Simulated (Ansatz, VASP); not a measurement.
**One calculation of NaTa4F, two programs**

```
CELL_PARAMETERS angstrom
0.00000 3.95820 3.95820
3.95820 0.00000 3.95820
3.95820 3.95820 0.00000
ATOMIC_POSITIONS crystal
Na 0.00000 0.00000 0.00000
Ta 0.62856 0.62856 0.11433
Ta 0.62856 0.11433 0.62856
Ta 0.11433 0.62856 0.62856
Ta 0.62856 0.62856 0.62856
F 0.25000 0.25000 0.25000
```

Change from the starting cell: species swapped into the GdInCu4 type (F-43m, No. 216).

Alike in both runs: functional PBE; k mesh 8 × 8 × 8; occupations gaussian, width 0.1 eV; no spin polarisation.

Ansatz relaxed the structure, and its values are those at the end. VASP's run is a single point on that final structure, the one shown.

```csv
,VASP,Ansatz
version,VASP 6.6.1,Ansatz 0.2.0
potentials or method,"VASP PAW PBE potentials, release 64 (Na_pv, Ta_pv, F), cutoff 520 eV","scalar-relativistic, plane waves, PAW"
valence electrons in the cell,58,68
```

```tsv
	VASP	Ansatz	Ansatz less VASP
gap on the k mesh at the Fermi level (eV)	none	none	-
pressure (GPa)	0.0	0.0	0.00
```

A gap of «none» marks a metal or a gap that the smearing closes. VASP's potentials hold 58 valence electrons a cell and Ansatz's 68, so a difference there can come from the potentials and not from the codes.

Neither program's run includes spin-orbit coupling.
